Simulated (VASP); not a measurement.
# Rb2MgGaC6N6 (Fm-3m) in VASP: single point with PBE

Aim: the single point of Rb2MgGaC6N6 with PBE.

Program: VASP 6.6.1. These are calculated values, not measurements. Logs are shortened: lines on timing, memory, paths and dates and some standing lists are left out, and cuts for length are marked.

### 1 The cell of the first run

Symmetry: Fm-3m, No. 225, cubic system. Conventional cell: a = 10.909 Å, b = 10.909 Å, c = 10.909 Å, α = 90.00°, β = 90.00°, γ = 90.00°. Within 5.1 Å of Rb (site symmetry -43m) lie 12 C at 3.89 Å and 12 N at 3.92 Å and 4 Mg at 4.72 Å and 4 Ga at 4.72 Å. Mg (site symmetry m-3m) has 6 C at 2.25 Å within 3.0 Å. Ga (site symmetry m-3m) has 6 N at 2.02 Å within 2.7 Å. Within 1.6 Å of C (site symmetry 4mm) lie 1 N at 1.18 Å. Within 1.6 Å of N (site symmetry 4mm) lie 1 C at 1.18 Å.

### 2 Single point, PBE, collinear spin, ferromagnetic start

Contents of INCAR:

```
SYSTEM = Rb2MgGaC6N6
ALGO     = Normal         ! electronic algorithm
EDIFF    = 1E-6           ! SCF threshold, eV
ENCUT    = 520            ! plane-wave cutoff, eV
GGA      = PE             ! functional
ISIF     = 2              ! what is computed and relaxed
ISMEAR   = 0              ! smearing method
ISPIN    = 2              ! spin polarisation
LASPH    = .TRUE.         ! aspherical terms in the spheres
LCHARG   = .FALSE.        ! write CHGCAR
LORBIT   = 11             ! projections on sites
LREAL    = Auto         
LWAVE    = .FALSE.        ! write WAVECAR
MAGMOM   = 0 0 0 0 1 1 1 1 1 1 1 1 1 1 1 1 ! initial moments
NBANDS   = 62             ! bands
NELM     = 150            ! most SCF steps
PREC     = Accurate       ! precision mode
SIGMA    = 0.1            ! smearing width, eV
```

Contents of KPOINTS:

```
k-points
0
G
  4 4 4
  0 0 0
```

Contents of POSCAR:

```
Rb2MgGaC6N6
1.0
    0.0000000000      5.4545729166      5.4545729166
    5.4545729166      0.0000000000      5.4545729166
    5.4545729166      5.4545729166      0.0000000000
Rb Mg Ga C N
2 1 1 6 6
Direct
    0.2500000000      0.2500000000      0.2500000000
    0.7500000000      0.7500000000      0.7500000000
    0.0000000000      0.0000000000      0.0000000000
    0.5000000000      0.5000000000      0.5000000000
    0.7935505894      0.2064494106      0.2064494106
    0.2064494106      0.7935505894      0.2064494106
    0.2064494106      0.2064494106      0.7935505894
    0.2064494106      0.7935505894      0.7935505894
    0.7935505894      0.2064494106      0.7935505894
    0.7935505894      0.7935505894      0.2064494106
    0.6853906557      0.3146093443      0.3146093443
    0.3146093443      0.6853906557      0.3146093443
    0.3146093443      0.3146093443      0.6853906557
    0.3146093443      0.6853906557      0.6853906557
    0.6853906557      0.3146093443      0.6853906557
    0.6853906557      0.6853906557      0.3146093443
```

Potentials or basis: VASP PAW PBE potentials, release 64 (Rb_sv, Mg, Ga_d, C, N).

Launch:

```console
$ cat potpaw_PBE.64/Rb_sv/POTCAR potpaw_PBE.64/Mg/POTCAR potpaw_PBE.64/Ga_d/POTCAR potpaw_PBE.64/C/POTCAR potpaw_PBE.64/N/POTCAR > POTCAR
$ mpirun -np 1 vasp_std > vasp.out
```

OUTCAR:

```text
SYSTEM = Rb2MgGaC6N6
   EDIFF = 1E-6
   ENCUT = 520
   GGA = PE
   ISIF = 2
   ISMEAR = 0
   ISPIN = 2
   LASPH = .TRUE.
   LORBIT = 11
   LREAL = Auto
   NELM = 150
   PREC = Accurate

 ion  position               nearest neighbor table
   1  0.250  0.250  0.250-   5 3.89   9 3.89  10 3.89   6 3.89   8 3.89  10 3.89   7 3.89   8 3.89
                             9 3.89   5 3.89   6 3.89   7 3.89   3 4.72   3 4.72   3 4.72   3 4.72
   2  0.750  0.750  0.750-   8 3.89   9 3.89  10 3.89   5 3.89   6 3.89  10 3.89   5 3.89   7 3.89
                             9 3.89   6 3.89   7 3.89   8 3.89   3 4.72   3 4.72   3 4.72   3 4.72
   3  0.000  0.000  0.000-   5 2.25   6 2.25   7 2.25   8 2.25   9 2.25  10 2.25   2 4.72   2 4.72
                             1 4.72   2 4.72   2 4.72   1 4.72   1 4.72   1 4.72
   4  0.500  0.500  0.500-  11 2.02  12 2.02  13 2.02  14 2.02  15 2.02  16 2.02
   5  0.794  0.206  0.206-  11 1.18   3 2.25   1 3.89   2 3.89   2 3.89   1 3.89
   6  0.206  0.794  0.206-  12 1.18   3 2.25   1 3.89   2 3.89   2 3.89   1 3.89
   7  0.206  0.206  0.794-  13 1.18   3 2.25   1 3.89   2 3.89   2 3.89   1 3.89
   8  0.206  0.794  0.794-  14 1.18   3 2.25   2 3.89   2 3.89   1 3.89   1 3.89
   9  0.794  0.206  0.794-  15 1.18   3 2.25   2 3.89   2 3.89   1 3.89   1 3.89
  10  0.794  0.794  0.206-  16 1.18   3 2.25   2 3.89   2 3.89   1 3.89   1 3.89
  11  0.685  0.315  0.315-   5 1.18   4 2.02
  12  0.315  0.685  0.315-   6 1.18   4 2.02
  13  0.315  0.315  0.685-   7 1.18   4 2.02
  14  0.315  0.685  0.685-   8 1.18   4 2.02
  15  0.685  0.315  0.685-   9 1.18   4 2.02
  16  0.685  0.685  0.315-  10 1.18   4 2.02

  LATTYP: Found a face centered cubic cell.
 ALAT       =    10.9091458332

  Lattice vectors:

 A1 = (   0.0000000000,   5.4545729166,   5.4545729166)
 A2 = (   5.4545729166,   0.0000000000,   5.4545729166)
 A3 = (   5.4545729166,   5.4545729166,   0.0000000000)

Analysis of symmetry for initial positions (statically):
=====================================================================
 Subroutine PRICEL returns:
 Original cell was already a primitive cell.

 Routine SETGRP: Setting up the symmetry group for a
 face centered cubic supercell.

 Subroutine GETGRP returns: Found 48 space group operations
 (whereof 48 operations were pure point group operations)
 out of a pool of 48 trial point group operations.

The static configuration has the point symmetry O_h .

Analysis of symmetry for dynamics (positions and initial velocities):
=====================================================================
 Subroutine PRICEL returns:
 Original cell was already a primitive cell.

 Routine SETGRP: Setting up the symmetry group for a
 face centered cubic supercell.

 Subroutine GETGRP returns: Found 48 space group operations
[... 176 lines left out ...]

  energy without entropy =     -110.15481998  energy(sigma->0) =     -110.17480993

 E-fermi :   2.9782     XC(G=0):  -7.5893

 val. band max:        2.9497032587   @ k =   0.2500   0.0000   0.0000
 cond. band min:       2.9795603140   @ k =   0.5000   0.2500   0.0000
 fundamental gap:      0.0298570553
 Fermi energy:         2.9782443163

 spin component 1

 k-point     1 :       0.0000    0.0000    0.0000
  band No.  band energies     occupation
      1     -26.9223      1.00000
      2     -26.9211      1.00000
      3     -17.7776      1.00000
      4     -17.4718      1.00000
      5     -17.4718      1.00000
      6     -17.4718      1.00000
[... 453 lines left out ...]
     54       5.0235      0.00000
     55       5.0235      0.00000
 Fermi energy:         2.9782443163

 spin component 2

 k-point     1 :       0.0000    0.0000    0.0000
  band No.  band energies     occupation
      1     -26.9223      1.00000
      2     -26.9211      1.00000
      3     -17.7776      1.00000
      4     -17.4719      1.00000
      5     -17.4718      1.00000
      6     -17.4718      1.00000
[... 453 lines left out ...]
     54       5.0235      0.00000
     55       5.0235      0.00000
 [bands above 55 left out]

------------------------ aborting loop because EDIFF is reached ----------------------------------------

  FORCE on cell =-STRESS in cart. coord.  units (eV):
  Direction    XX          YY          ZZ          XY          YZ          ZX
  --------------------------------------------------------------------------------------
  -------------------------------------------------------------------------------------
  Total        1.0561167      1.0561167      1.0561167      0.0000000      0.0000000     -0.0000000
  in kB        5.2132703      5.2132703      5.2132703      0.0000000      0.0000000     -0.0000000
  external PRESSURE =       5.2132703 kB  Pullay stress =       0.0000000 kB

 VOLUME and BASIS-vectors are now :
 -----------------------------------------------------------------------------
  energy-cutoff  :      520.00
  volume of cell :      324.57
      direct lattice vectors                 reciprocal lattice vectors
     0.000000000  5.454572917  5.454572917    -0.091666205  0.091666205  0.091666205
     5.454572917  0.000000000  5.454572917     0.091666205 -0.091666205  0.091666205
     5.454572917  5.454572917  0.000000000     0.091666205  0.091666205 -0.091666205

 POSITION                                       TOTAL-FORCE (eV/Angst)
 -----------------------------------------------------------------------------------
      2.72729      2.72729      2.72729        -0.000000     -0.000000      0.000000
      8.18186      8.18186      8.18186         0.000000      0.000000      0.000000
      0.00000      0.00000      0.00000         0.000000      0.000000      0.000000
      5.45457      5.45457      5.45457        -0.000000     -0.000000      0.000000
      2.25219      5.45457      5.45457        -0.349214      0.000000      0.000000
      5.45457      2.25219      5.45457         0.000000     -0.349214      0.000000
[... 8 lines left out ...]
      5.45457      7.47703      5.45457         0.000000     -0.348355      0.000000
      5.45457      5.45457      7.47703         0.000000      0.000000     -0.348355
 -----------------------------------------------------------------------------------
    total drift:                               -0.000000     -0.000000     -0.000000

  FREE ENERGIE OF THE ION-ELECTRON SYSTEM (eV)
  ---------------------------------------------------
  free  energy   TOTEN  =      -110.1947998799 eV

  energy  without entropy=     -110.1548199843  energy(sigma->0) =     -110.17480993

 total charge

# of ion       s       p       d       tot
------------------------------------------
    1        1.932   5.352   0.006   7.290
    2        1.932   5.352   0.006   7.290
    3        0.132   0.165   0.062   0.360
    4        0.607   0.744  10.256  11.608
    5        0.973   1.576   0.000   2.548
    6        0.973   1.576   0.000   2.548
[... 8 lines left out ...]
   15        1.301   2.611   0.000   3.912
   16        1.301   2.611   0.000   3.912
--------------------------------------------------
tot         18.245  36.732  10.330  65.307

 magnetization (x)

# of ion       s       p       d       tot
------------------------------------------
    1       -0.000  -0.000  -0.000  -0.000
    2       -0.000  -0.000  -0.000  -0.000
    3        0.000   0.000  -0.000  -0.000
    4       -0.000  -0.000  -0.000  -0.000
    5        0.000  -0.000   0.000  -0.000
    6        0.000  -0.000   0.000  -0.000
[... 8 lines left out ...]
   15        0.000  -0.000   0.000  -0.000
   16        0.000  -0.000   0.000  -0.000
--------------------------------------------------
tot          0.000  -0.000  -0.000  -0.000
```

OSZICAR:

```text
N       E                     dE             d eps       ncg     rms          rms(c)
DAV:   1     0.708410458129E+03    0.70841E+03   -0.37597E+04  1984   0.134E+03
DAV:   2    -0.129934049978E+02   -0.72140E+03   -0.67968E+03  2528   0.320E+02
DAV:   3    -0.112674270485E+03   -0.99681E+02   -0.98236E+02  2398   0.132E+02
DAV:   4    -0.118994328866E+03   -0.63201E+01   -0.62495E+01  2896   0.325E+01
DAV:   5    -0.119175292760E+03   -0.18096E+00   -0.18054E+00  2856   0.469E+00    0.252E+01
DAV:   6    -0.111374508515E+03    0.78008E+01   -0.26550E+01  2604   0.270E+01    0.108E+01
DAV:   7    -0.110428360640E+03    0.94615E+00   -0.47239E+00  2482   0.932E+00    0.570E+00
DAV:   8    -0.110222744351E+03    0.20562E+00   -0.14185E+00  2816   0.468E+00    0.240E+00
DAV:   9    -0.110196734810E+03    0.26010E-01   -0.14832E-01  2816   0.164E+00    0.114E+00
DAV:  10    -0.110193682021E+03    0.30528E-02   -0.24727E-02  2580   0.737E-01    0.438E-01
DAV:  11    -0.110194077337E+03   -0.39532E-03   -0.75949E-03  2744   0.334E-01    0.240E-01
DAV:  12    -0.110194441314E+03   -0.36398E-03   -0.16009E-03  2522   0.178E-01    0.140E-01
DAV:  13    -0.110194754652E+03   -0.31334E-03   -0.11334E-03  2372   0.117E-01    0.472E-02
DAV:  14    -0.110194782532E+03   -0.27880E-04   -0.12659E-04  3108   0.600E-02    0.263E-02
DAV:  15    -0.110194796070E+03   -0.13538E-04   -0.13804E-05  2700   0.227E-02    0.118E-02
DAV:  16    -0.110194799249E+03   -0.31794E-05   -0.48542E-06  2208   0.111E-02    0.446E-03
DAV:  17    -0.110194799880E+03   -0.63061E-06   -0.64509E-07  1684   0.422E-03
   1 F= -.11019480E+03 E0= -.11017481E+03  d E =-.399799E-01  mag=    -0.0002
```

stdout:

```text
POSCAR found type information on POSCAR RbMgGaC N
 POSCAR found :  5 types and      16 ions
 scaLAPACK will be used
 LDA part: xc-table for (Slater+PW92), standard interpolation
 POSCAR, INCAR and KPOINTS ok, starting setup
 FFT: planning ... GRIDC
 FFT: planning ... GRID_SOFT
 FFT: planning ... GRID
 WAVECAR not read
 entering main loop
```

Run time: 13 min. Hardware: 1 thread of Intel Xeon Platinum 8259CL at 2.50GHz (Skylake/Cascade Lake), shared host; peak memory 0.78 GiB.

What came out:

| Quantity | Value |
| --- | --- |
| Free energy | -110.1948 eV |
| Pressure | 0.5 GPa |
| Largest force | 0.349 eV/Å |
| Net moment | 0.00 μB per cell |
| Valence electrons inside the program's atomic spheres | Rb 7.29; Mg 0.36; Ga 11.61; C 2.55; N 3.91 |

Forces on the atoms (eV/Å):
```
Rb   0.000  0.000  0.000
Rb   0.000  0.000  0.000
Mg   0.000  0.000  0.000
Ga   0.000  0.000  0.000
C   -0.349  0.000  0.000
C    0.000 -0.349  0.000
C    0.000  0.000 -0.349
C    0.349  0.000  0.000
C    0.000  0.349  0.000
C    0.000  0.000  0.349
N    0.348  0.000  0.000
N    0.000  0.348  0.000
N    0.000  0.000  0.348
N   -0.348  0.000  0.000
N    0.000 -0.348  0.000
N    0.000  0.000 -0.348
```
